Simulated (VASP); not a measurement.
Set up this calculation in VASP 6.6.1, as the native input.

| Quantity | Value |
| --- | --- |
| Task | single point |
| Functional | PBEsol |
| Potentials or basis | VASP PAW PBE potentials, release 64 (Se) |
| Cutoff | 520 eV |
| k mesh | 4 × 4 × 4 |
| Occupations | fermi-dirac, width 0.05 eV |
| Spin | no spin polarisation |
| Dipole correction | no |
| Further INCAR settings | ALGO = Normal; EDIFF = 1e-07; NBANDS = 13 |

The structure of Se lies in POSCAR:

```
Se
1.0
   -0.0107600000      3.0890900000      3.1226300000
    3.1586400000      0.0116900000      3.1001800000
    3.1832800000      3.0912800000     -0.0129500000
Se
2
Direct
    0.4913800000      0.5098000000      0.4985300000
    0.7581100000      0.7324300000      0.7726200000
```

One way to write it, as run:

INCAR

```
ALGO = Normal
EDIFF = 1E-7
ENCUT = 520
GGA = PS
ISIF = 2
ISMEAR = -1
LASPH = T
LCHARG = F
LREAL = F
LWAVE = F
NBANDS = 13
NELM = 100
PREC = Accurate
SIGMA = 0.05
```

KPOINTS

```
k-points
0
Gamma
  4 4 4
```

Potentials or basis: VASP PAW PBE potentials, release 64 (Se).

Launch:

```console
$ cat potpaw_PBE.64/Se/POTCAR > POTCAR
$ mpirun -np 1 vasp_std > vasp.out
```

It gave:

The pressure is -0.2 GPa and the largest force is 0.996 eV/Å. The band gap on the k mesh is zero (band 6 reaches 2.39 eV, above the bottom of band 7 at 1.36 eV).

Caveat: the k points lie up to 0.44 Å⁻¹ apart; the PAW data sets were made with another functional, which shifts forces and pressure a little.

Wall time 19 s on 1 thread of AMD EPYC 9R45 96-Core Processor (Zen 5), on a shared host, peak memory 0.17 GiB.
